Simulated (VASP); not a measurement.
Ta3N:

```
Ta N
1.0
     3.03222    0.00000    0.00000
    -1.51611    2.62598    0.00000
     0.00000    0.00000    7.52414
Ta N
3 1
Cartesian
  1.5161 0.8753 6.2155
  0.0000 1.7507 1.3087
  0.0000 0.0000 3.7621
  0.0000 0.0000 0.0000
```

```yaml
Program: VASP 6.6.1
Task: relaxation of cell and atoms
Functional: PBEsol
Potentials_or_basis: VASP PAW PBE potentials, release 64 (Ta_pv, N)
Cutoff: 600 eV
k_mesh: 10 × 10 × 4
Occupations: fermi-dirac, width 0.05 eV
Spin: no spin polarisation
Hubbard_terms: Ta d U = 8.0 eV
```

At the start: pressure 18.2 GPa; volume 14.98 Å³/atom.

**Question.** How do energy, volume and symmetry change on relaxing?

**Answer.** Over 11 steps the energy falls by 60.3 meV/atom and the volume is 16.00 Å³/atom (+6.8 %); space group P-3m1 (No. 164, to 0.1 Å) before and after.

The path:
| step | energy change (eV) | largest force (eV/Å) | pressure (GPa) | volume (Å³) |
| --- | --- | --- | --- | --- |
| 1 | 0.0000 | 0.5305 | 18.18 | 59.91 |
| 2 | 0.9975 | 0.7178 | -28.50 | 75.88 |
| 3 | -0.2290 | 0.0004 | -1.24 | 64.34 |
| 4 | -0.2299 | 0.0244 | -0.31 | 64.09 |
| 5 | -0.2299 | 0.0328 | 0.00 | 64.00 |
| 6 | -0.2405 | 0.1060 | 0.11 | 63.99 |
| 7 | -0.2406 | 0.1123 | 0.13 | 63.98 |
| 8 | -0.2411 | 0.0066 | -0.36 | 64.09 |
| 9 | -0.2411 | 0.0227 | -0.31 | 64.08 |
| 10 | -0.2411 | 0.0287 | 0.36 | 63.88 |
| 11 | -0.2412 | 0.0002 | 0.04 | 63.99 |

Final structure:
```yaml
crystal:
  lattice:
    - [3.07423, 0.00000, 0.00000]
    - [-1.53712, 2.66236, 0.00000]
    - [0.00000, 0.00000, 7.81764]
  atoms:
    - { symbol: Ta, position: [0.66667, 0.33333, 0.82403] }
    - { symbol: Ta, position: [0.33333, 0.66667, 0.17597] }
    - { symbol: Ta, position: [0.00000, 0.00000, 0.50000] }
    - { symbol: N, position: [0.00000, 0.00000, 0.00000] }
```

Caveat: the PAW data sets were made with another functional, which shifts forces and pressure a little; U without spin polarisation on a metal has little footing.
